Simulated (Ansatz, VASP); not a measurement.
# MgO in VASP and in Ansatz

```
CELL_PARAMETERS angstrom
0.00000 2.12692 2.12692
2.12692 0.00000 2.12692
2.12692 2.12692 0.00000
ATOMIC_POSITIONS crystal
Mg 0.00000 0.00000 0.00000
O 0.50000 0.50000 0.50000
```

Alike in both runs: functional PBE; k mesh 10 × 10 × 10; no spin polarisation.

Ansatz relaxed the structure, and its values are those at the end. VASP's run is a single point on that final structure, the one shown.

|  | VASP | Ansatz |
| --- | --- | --- |
| version | VASP 6.6.1 | Ansatz 0.2.0 |
| potentials or method | VASP PAW PBE potentials, release 64 (Mg, O), cutoff 520 eV | scalar-relativistic, plane waves, PAW |
| occupations | gaussian, width 0.01 eV | fixed |
| valence electrons in the cell | 8 | 16 |

|  | VASP | Ansatz | Ansatz less VASP |
| --- | --- | --- | --- |
| gap on the k mesh at the Fermi level (eV) | 4.44 | 4.46 | +0.017 |
| least direct gap on the mesh (eV) | 4.44 | 4.46 | +0.017 |
| pressure (GPa) | -0.8 | 0.0 | +0.75 |

VASP's potentials hold 8 valence electrons a cell and Ansatz's 16, so a difference there can come from the potentials and not from the codes.
